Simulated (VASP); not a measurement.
# Rh (Pm-3m) in VASP: further runs, part 2 of 2

VASP 6.6.1. The steps go on from the part before.

### 4 Single point, r2SCAN, collinear spin, ferromagnetic start (17.13 Å³/atom)

This run uses another cell than the first one, of 17.13 Å³/atom.

Contents of POSCAR:

```
Rh
1.0
    2.5777719503      0.0000000000      0.0000000000
    0.0000000000      2.5777719503      0.0000000000
    0.0000000000      0.0000000000      2.5777719503
Rh
1
Direct
    0.0000000000      0.0000000000      0.0000000000
```

Contents of INCAR.step1:

```
SYSTEM = Rh
ALGO = Normal
EDIFF = 1E-4
ENCUT = 520
GGA = PE
ISMEAR = -1
ISPIN = 2
LASPH = .TRUE.
LCHARG = .FALSE.
LMAXMIX = 4
LREAL = .FALSE.
LWAVE = .TRUE.
MAGMOM = 1
NBANDS = 18
NELM = 150
PREC = Accurate
SIGMA = 0.05
```

Contents of INCAR.step2:

```
SYSTEM = Rh
ALGO = Normal
EDIFF = 1E-7
ENCUT = 520
ISIF = 2
ISMEAR = -1
ISPIN = 2
ISTART = 1
LASPH = .TRUE.
LCHARG = .TRUE.
LELF = .TRUE.
LMAXMIX = 4
LMIXTAU = .TRUE.
LORBIT = 11
LREAL = .FALSE.
LVHAR = .TRUE.
LWAVE = .FALSE.
MAGMOM = 1
METAGGA = R2SCAN
NBANDS = 18
NELM = 150
PREC = Accurate
SIGMA = 0.05
```

Contents of KPOINTS:

```
k-points
0
G
  20 20 20
  0 0 0
```

Potentials or basis: VASP PAW PBE potentials, release 64 (Rh_pv).

Launch:

```
$ cat potpaw_PBE.64/Rh_pv/POTCAR > POTCAR
$ cp INCAR.step1 INCAR
$ mpirun -np 1 vasp_std > vasp.out
$ cp INCAR.step2 INCAR
$ mpirun -np 1 vasp_std > vasp.out
```

OUTCAR:

```text
SYSTEM = Rh
   EDIFF = 1E-7
   ENCUT = 520
   ISIF = 2
   ISMEAR = -1
   ISPIN = 2
   ISTART = 1
   LASPH = .TRUE.
   LORBIT = 11
   LREAL = .FALSE.
   METAGGA = R2SCAN
   NELM = 150
   PREC = Accurate

 ion  position               nearest neighbor table
   1  0.000  0.000  0.000-

  LATTYP: Found a simple cubic cell.
 ALAT       =     2.5777719503

  Lattice vectors:

 A1 = (   2.5777719503,   0.0000000000,   0.0000000000)
 A2 = (   0.0000000000,   2.5777719503,   0.0000000000)
 A3 = (   0.0000000000,   0.0000000000,   2.5777719503)

Analysis of symmetry for initial positions (statically):
=====================================================================
 Subroutine PRICEL returns:
 Original cell was already a primitive cell.

 Routine SETGRP: Setting up the symmetry group for a
 simple cubic supercell.

 Subroutine GETGRP returns: Found 48 space group operations
 (whereof 48 operations were pure point group operations)
 out of a pool of 48 trial point group operations.

The static configuration has the point symmetry O_h .

Analysis of symmetry for dynamics (positions and initial velocities):
=====================================================================
 Subroutine PRICEL returns:
 Original cell was already a primitive cell.

 Routine SETGRP: Setting up the symmetry group for a
 simple cubic supercell.

 Subroutine GETGRP returns: Found 48 space group operations
 (whereof 48 operations were pure point group operations)
 out of a pool of 48 trial point group operations.

The dynamic configuration has the point symmetry O_h .

Analysis of structural, dynamic, and magnetic symmetry:
=====================================================================
 Subroutine PRICEL returns:
 Original cell was already a primitive cell.

 Routine SETGRP: Setting up the symmetry group for a
 simple cubic supercell.

 Subroutine GETGRP returns: Found 48 space group operations
 (whereof 48 operations were pure point group operations)
 out of a pool of 48 trial point group operations.

The overall configuration has the point symmetry O_h .

[... 127 lines left out ...]
 spin polarized calculation
  energy-cutoff  :      520.00
  volume of cell :       17.13
 maximum number of plane-waves:       480
 NGX is ok and might be reduce to    20
   NGX =  9   NGY =  9   NGZ =  9

 number of electron      15.0000012 magnetization       0.0064384

 Free energy of the ion-electron system (eV)
  ---------------------------------------------------
  ext. energy  EPLUGINS =         0.00000000
  ---------------------------------------------------
  free energy    TOTEN  =       -23.30191967 eV

  energy without entropy =      -23.28763123  energy(sigma->0) =      -23.29477545

 E-fermi :   8.3153     XC(G=0): -13.3202

 val. band max:        8.3146719461   @ k =   0.1500   0.1000   0.0000
 cond. band min:       8.3156596504   @ k =   0.4000   0.3500   0.0000
 fundamental gap:      0.0009877043
 Fermi energy:         8.3152504835

 spin component 1

 k-point     1 :       0.0000    0.0000    0.0000
  band No.  band energies     occupation
      1     -38.9889      1.00000
      2     -38.9889      1.00000
      3     -38.9889      1.00000
      4       1.8610      1.00000
      5       3.4142      1.00000
      6       3.4142      1.00000
[... 493 lines left out ...]
     17      39.4476      0.00000
     18      39.9013      0.00000

 [... further k-points ...]

 spin component 2

 k-point     1 :       0.0000    0.0000    0.0000
  band No.  band energies     occupation
      1     -38.9820      1.00000
      2     -38.9820      1.00000
      3     -38.9820      1.00000
      4       1.8614      1.00000
      5       3.4170      1.00000
      6       3.4170      1.00000
[... 493 lines left out ...]
     17      39.4509      0.00000
     18      39.9038      0.00000

 [... further k-points ...]

------------------------ aborting loop because EDIFF is reached ----------------------------------------

  FORCE on cell =-STRESS in cart. coord.  units (eV):
  Direction    XX          YY          ZZ          XY          YZ          ZX
  --------------------------------------------------------------------------------------
  -------------------------------------------------------------------------------------
  Total       -1.3021475     -1.3021475     -1.3021475      0.0000000      0.0000000     -0.0000000
  in kB     -121.7971978   -121.7971978   -121.7971978      0.0000000      0.0000000     -0.0000000
  external PRESSURE =    -121.7971978 kB  Pullay stress =       0.0000000 kB

 VOLUME and BASIS-vectors are now :
 -----------------------------------------------------------------------------
  energy-cutoff  :      520.00
  volume of cell :       17.13
      direct lattice vectors                 reciprocal lattice vectors
     2.577771950  0.000000000  0.000000000     0.387931911  0.000000000  0.000000000
     0.000000000  2.577771950  0.000000000     0.000000000  0.387931911  0.000000000
     0.000000000  0.000000000  2.577771950     0.000000000  0.000000000  0.387931911

 POSITION                                       TOTAL-FORCE (eV/Angst)
 -----------------------------------------------------------------------------------
      0.00000      0.00000      0.00000         0.000000      0.000000      0.000000
 -----------------------------------------------------------------------------------
    total drift:                               -0.000000      0.000000      0.000000

  FREE ENERGIE OF THE ION-ELECTRON SYSTEM (eV)
  ---------------------------------------------------
  free  energy   TOTEN  =       -23.3019196656 eV

  energy  without entropy=      -23.2876312339  energy(sigma->0) =      -23.29477545

 total charge

# of ion       s       p       d       tot
------------------------------------------
    1        0.398   6.173   7.181  13.752

 magnetization (x)

# of ion       s       p       d       tot
------------------------------------------
    1        0.000  -0.000   0.006   0.006
```

OUTCAR.step1:

```text
SYSTEM = Rh
   EDIFF = 1E-4
   ENCUT = 520
   GGA = PE
   ISMEAR = -1
   ISPIN = 2
   LASPH = .TRUE.
[... 1245 lines left out ...]
 -----------------------------------------------------------------------------------
      0.00000      0.00000      0.00000         0.000000      0.000000      0.000000
 -----------------------------------------------------------------------------------
    total drift:                                0.000000      0.000000      0.000000

  FREE ENERGIE OF THE ION-ELECTRON SYSTEM (eV)
  ---------------------------------------------------
  free  energy   TOTEN  =        -6.4532481666 eV

  energy  without entropy=       -6.4379095654  energy(sigma->0) =       -6.44557887
```

OSZICAR.step1:

```text
N       E                     dE             d eps       ncg     rms          rms(c)
DAV:   1     0.135661509601E+03    0.13566E+03   -0.84388E+03 20688   0.893E+02
DAV:   2    -0.402180217089E+01   -0.13968E+03   -0.13166E+03 22100   0.287E+02
DAV:   3    -0.666301259792E+01   -0.26412E+01   -0.26236E+01 24042   0.424E+01
DAV:   4    -0.667390007157E+01   -0.10887E-01   -0.10886E-01 22930   0.275E+00
DAV:   5    -0.667398681453E+01   -0.86743E-04   -0.86743E-04 23182   0.220E-01    0.711E+00
DAV:   6    -0.644043533823E+01    0.23355E+00   -0.38093E-01 22330   0.764E+00    0.262E+00
DAV:   7    -0.644844505856E+01   -0.80097E-02   -0.98190E-03 22288   0.914E-01    0.149E+00
DAV:   8    -0.645154959184E+01   -0.31045E-02   -0.24870E-03 22912   0.571E-01    0.663E-01
DAV:   9    -0.645318929695E+01   -0.16397E-02   -0.81437E-04 22062   0.274E-01    0.543E-02
DAV:  10    -0.645324816665E+01   -0.58870E-04   -0.69486E-05 15364   0.756E-02
   1 F= -.64532482E+01 E0= -.64455789E+01  d E =-.153386E-01  mag=     0.0018
```

It took 8.2 min on 1 thread of Intel Xeon 8259CL, shared host; peak memory 0.24 GiB.

Results:

```
Free energy                                           : -23.3019 eV
Pressure                                              : -12.2 GPa
Net moment                                            : 0.01 μB per cell
Valence electrons inside the program's atomic spheres : Rh 13.75
```

Levels at points of the mesh, in eV from the Fermi level:
Spin up:
```csv
k point,band 3,band 4,band 5,band 6,band 7,band 8,band 9,band 10,band 11,band 12
"(0.00, 0.00, 0.00)",-47.30,-6.45,-4.90,-4.90,0.69,0.69,0.69,17.19,17.19,17.19
"(0.50, 0.00, 0.00)",-47.25,-4.31,-4.15,-1.30,-1.30,0.39,0.88,6.10,18.24,18.26
"(0.50, 0.50, 0.00)",-47.20,-5.26,-3.51,-0.92,-0.92,2.20,5.88,5.88,13.37,13.56
"(0.50, 0.50, 0.50)",-47.79,-4.22,-4.22,-4.22,2.33,2.33,11.02,12.13,12.13,12.13
```
Spin down:
```
           k point  band 5  band 6  band 7  band 8  band 9  band 10
(0.00, 0.00, 0.00)   -4.90   -4.90    0.70    0.70    0.70    17.19
(0.50, 0.00, 0.00)   -4.15   -1.29   -1.29    0.39    0.89     6.10
(0.50, 0.50, 0.00)   -3.51   -0.91   -0.91    2.21    5.88     5.88
(0.50, 0.50, 0.50)   -4.21   -4.21    2.33    2.33   11.02    12.13
```

Caveat: the cell stands under tension; the PAW data sets were made with another functional, which shifts forces and pressure a little.

### 5 Single point, r2SCAN, collinear spin, ferromagnetic start (17.76 Å³/atom)

This run uses another cell than the first one, of 17.76 Å³/atom.

Contents of POSCAR:

```
Rh
1.0
    2.6092112921      0.0000000000      0.0000000000
    0.0000000000      2.6092112921      0.0000000000
    0.0000000000      0.0000000000      2.6092112921
Rh
1
Direct
    0.0000000000      0.0000000000      0.0000000000
```

Contents of INCAR.step1:

```
SYSTEM = Rh
PREC     = Accurate       ! precision mode
ENCUT    = 520            ! plane-wave cutoff, eV
ISMEAR   = -1             ! smearing method
SIGMA    = 0.05           ! smearing width, eV
LREAL    = .FALSE.        ! projectors in reciprocal space
LASPH    = .TRUE.         ! aspherical terms in the spheres
NELM     = 150            ! most SCF steps
ISPIN    = 2              ! spin polarisation
MAGMOM   = 1              ! initial moments
LMAXMIX  = 4              ! l up to which the mixer works
NBANDS   = 18             ! bands
GGA      = PE             ! functional
ALGO     = Normal         ! electronic algorithm
EDIFF    = 1E-4           ! SCF threshold, eV
LWAVE    = .TRUE.         ! write WAVECAR
LCHARG   = .FALSE.        ! write CHGCAR
```

Contents of INCAR.step2:

```
SYSTEM = Rh
PREC     = Accurate       ! precision mode
ENCUT    = 520            ! plane-wave cutoff, eV
EDIFF    = 1E-6           ! SCF threshold, eV
ISMEAR   = -1             ! smearing method
SIGMA    = 0.05           ! smearing width, eV
LREAL    = .FALSE.        ! projectors in reciprocal space
LASPH    = .TRUE.         ! aspherical terms in the spheres
NELM     = 150            ! most SCF steps
ALGO     = Normal         ! electronic algorithm
ISIF     = 2              ! what is computed and relaxed
LWAVE    = .FALSE.        ! write WAVECAR
LCHARG   = .TRUE.         ! write CHGCAR
ISPIN    = 2              ! spin polarisation
MAGMOM   = 1              ! initial moments
LORBIT   = 11             ! projections on sites
LMAXMIX  = 4              ! l up to which the mixer works
METAGGA  = R2SCAN         ! meta-GGA
LMIXTAU  = .TRUE.       
LELF     = .TRUE.         ! ELF
LVHAR    = .TRUE.       
NBANDS   = 18             ! bands
ISTART   = 1
```

Contents of KPOINTS:

```
regular mesh
0
G
  20 20 20
  0 0 0
```

Launch:

```
$ cat potpaw_PBE.64/Rh_pv/POTCAR > POTCAR
$ cp INCAR.step1 INCAR
$ mpirun -np 1 vasp_std > vasp.out
$ cp INCAR.step2 INCAR
$ mpirun -np 1 vasp_std > vasp.out
```

Wall time 8.3 min (1 thread of Intel Xeon 8259CL, shared host); peak memory 0.24 GiB.

It converged, with:

* Free energy: -23.2447 eV
* Pressure: -16.7 GPa
* Net moment: 0.00 μB per cell
* Valence electrons inside the program's atomic spheres: Rh 13.71

Levels at points of the mesh, in eV from the Fermi level:
Spin up:
| k point | band 4 | band 5 | band 6 | band 7 | band 8 | band 9 | band 10 | band 11 |
| --- | --- | --- | --- | --- | --- | --- | --- | --- |
| (0.00, 0.00, 0.00) | -6.22 | -4.65 | -4.65 | 0.65 | 0.65 | 0.65 | 16.90 | 16.90 |
| (0.50, 0.00, 0.00) | -4.09 | -3.97 | -1.22 | -1.22 | 0.48 | 0.82 | 5.84 | 18.16 |
| (0.50, 0.50, 0.00) | -4.96 | -3.34 | -0.87 | -0.87 | 2.08 | 5.80 | 5.80 | 12.83 |
| (0.50, 0.50, 0.50) | -3.98 | -3.98 | -3.98 | 2.19 | 2.19 | 11.06 | 11.80 | 11.80 |
Spin down:
```
           k point  band 3  band 4  band 5  band 6  band 7  band 8  band 9  band 10  band 11  band 12
(0.00, 0.00, 0.00)  -47.25   -6.22   -4.65   -4.65    0.65    0.65    0.65    16.90    16.90    16.90
(0.50, 0.00, 0.00)  -47.20   -4.09   -3.97   -1.22   -1.22    0.48    0.83     5.84    18.16    18.32
(0.50, 0.50, 0.00)  -47.15   -4.96   -3.34   -0.87   -0.87    2.08    5.80     5.80    12.83    13.28
(0.50, 0.50, 0.50)  -47.68   -3.97   -3.97   -3.97    2.20    2.20   11.06    11.80    11.80    11.80
```

Caveat: the cell stands under tension; the PAW data sets were made with another functional, which shifts forces and pressure a little.

### 6 The runs side by side

```csv
task,spin,cell,k mesh,cutoff (eV),smearing,gap on the mesh (eV),pressure (GPa),moment (μB)
relaxation of cell and atoms,off,"relaxed from a = 2.458 Å, 1 atom",13 × 13 × 13,550,fermi-dirac 0.1 eV,none,-0.1,-
single point,"collinear, ferromagnetic start","a = 2.546 Å, 1 atom",20 × 20 × 20,520,fermi-dirac 0.05 eV,none,-6.4,0.00
single point,"collinear, ferromagnetic start","a = 2.578 Å, 1 atom",20 × 20 × 20,520,fermi-dirac 0.05 eV,none,-12.2,0.01
single point,"collinear, ferromagnetic start","a = 2.609 Å, 1 atom",20 × 20 × 20,520,fermi-dirac 0.05 eV,none,-16.7,0.00
```

Alike in all rows: level r2SCAN; potentials or basis VASP PAW PBE potentials, release 64 (Rh_pv).

Caveats: the PAW data sets were made with another functional, which shifts forces and pressure a little; the cell stands under tension (at least some runs).

Total energies depend on the potentials used, so only differences within one code and one set of settings carry meaning.
